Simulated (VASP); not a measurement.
Write the native input for VASP 6.6.1 that does the following.

```
Task                   : single point
Functional             : PBE
Potentials or basis    : VASP PAW PBE potentials, release 64 (Be)
Cutoff                 : 520 eV
k mesh                 : 22 × 22 × 1
Occupations            : gaussian, width 0.1 eV
Spin                   : no spin polarisation
Dipole correction      : yes
Further INCAR settings : ALGO = Normal; EDIFF = 1e-06; NBANDS = 10
```

The structure of Be lies in POSCAR:

```
Be
1.0
    2.0157136274      0.0000000000      0.0000000000
    0.0000000000      2.0157136274      0.0000000000
    0.0000000000      0.0000000000     34.0244180197
Be
3
Direct
    0.5000000000      0.5000000000      0.3260179831
    0.5000000000      0.5000000000      0.1736231860
    0.5000000000      0.5000000000      0.2498205846
```

The cell was built from a structure type or drawn by symmetry, and may not be a known phase.

The input as run:

INCAR

```
ALGO = Normal
DIPOL = 0.5 0.5 0.250
EDIFF = 1E-6
ENCUT = 520
GGA = PE
IDIPOL = 3
ISIF = 2
ISMEAR = 0
LASPH = T
LCHARG = T
LDIPOL = T
LELF = T
LREAL = F
LVACPOTAV = T
LVHAR = T
LWAVE = F
NBANDS = 10
NELM = 100
PREC = Accurate
SIGMA = 0.1
```

KPOINTS

```
k-points
0
Gamma
  22 22 1
```

Potentials or basis: VASP PAW PBE potentials, release 64 (Be).

Command:

```console
$ cat potpaw_PBE.64/Be/POTCAR > POTCAR
$ mpirun -np 1 vasp_std > vasp.out
```

Results of the run:

```
Band gap on the k mesh : zero (bands 3 and 4 overlap by 7.14 eV)
```

Run time: 110 s on 1 thread of Intel(R) Xeon(R) Platinum 8488C (Sapphire Rapids), with other jobs on the host, peak memory 0.28 GiB.
